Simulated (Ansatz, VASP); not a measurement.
Ge: VASP beside Ansatz

```xyz
2
Lattice="0.0000 2.8662 2.8662 2.8662 0.0000 2.8662 2.8662 2.8662 0.0000" Properties=species:S:1:pos:R:3 pbc="T T T"
Ge    0.0000    0.0000    0.0000
Ge    1.4331    1.4331    1.4331
```

Alike in both runs: task single point; functional PBE; k mesh 12 × 12 × 12; occupations gaussian, width 0.02 eV; no spin polarisation.

```csv
,VASP,Ansatz
version,VASP 6.6.1,Ansatz 0.2.0
potentials or method,"VASP PAW PBE potentials, release 64 (Ge_d), cutoff 520 eV","scalar-relativistic, plane waves, PAW"
valence electrons in the cell,28,28
```

|  | VASP | Ansatz | Ansatz less VASP |
| --- | --- | --- | --- |
| gap on the k mesh at the Fermi level (eV) | none | none | - |
| pressure (GPa) | 0.8 | 0.9 | +0.08 |

A gap of «none» marks a metal or a gap that the smearing closes.
